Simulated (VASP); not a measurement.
Write the native input for VASP 6.6.1 that does the following.

| Item | Value |
| --- | --- |
| Task | single point |
| Functional | PBE |
| Potentials or basis | VASP PAW PBE potentials, release 64 (C, N) |
| Cutoff | 520 eV |
| k mesh | 6 × 3 × 1 |
| Occupations | gaussian, width 0.1 eV |
| Spin | no spin polarisation |
| Dipole correction | yes |
| Further INCAR settings | ALGO = Normal; EDIFF = 1e-07; NBANDS = 38 |

The structure of C12N lies in POSCAR:

```
C12N
1.0
    4.9326910638      0.0000000000      0.0000000000
   -1.2331727659      8.7858796652      0.0000000000
    0.0000000000      0.0000000000     20.2907138818
C N
12 1
Direct
    0.0197005045      0.0788020181      0.1971345130
    0.5197005045      0.0788020181      0.1971345130
    0.2746256306      0.0985025226      0.2311704222
    0.7746256306      0.0985025226      0.2311704222
    0.2844758829      0.1379035317      0.2992422405
    0.7844758829      0.1379035317      0.2992422405
    0.0392966979      0.1571967124      0.3324023561
    0.5392966979      0.1571967124      0.3324023561
    0.0496769462      0.1987212371      0.4035397332
    0.5496769462      0.1987212371      0.4035397332
    0.3040736101      0.2163107364      0.4332382751
    0.8040736101      0.2163107364      0.4332382751
    0.5540736101      0.4663107364      0.4538256790
```

The input as run:

INCAR

```
SYSTEM = C12N
  ALGO = Normal
  DIPOL = 0.5 0.5 0.327
  EDIFF = 1E-7
  ENCUT = 520
  GGA = PE
  IDIPOL = 3
  ISIF = 2
  ISMEAR = 0
  LASPH = .TRUE.
  LCHARG = .FALSE.
  LDIPOL = .TRUE.
  LREAL = .FALSE.
  LWAVE = .FALSE.
  NBANDS = 38
  NELM = 60
  PREC = Accurate
  SIGMA = 0.1
```

KPOINTS

```
k-points
0
G
  6 3 1
  0 0 0
```

Potentials or basis: VASP PAW PBE potentials, release 64 (C, N).

Command:

```console
$ cat potpaw_PBE.64/C/POTCAR potpaw_PBE.64/N/POTCAR > POTCAR
$ mpirun -np 1 vasp_std > vasp.out
```

Results of the run:

| Property | Result |
| --- | --- |
| Largest force | 3.516 eV/Å |
| Band gap on the k mesh | zero (an odd number of electrons rules out a gap without spin polarisation) |

Caveat: an odd number of electrons without spin polarisation forces a metal; a magnetic or distorted state may lie lower.

Wall time 11 min on 1 thread of AMD EPYC 9R45 (Zen 5) (shared host), peak memory 0.95 GiB.
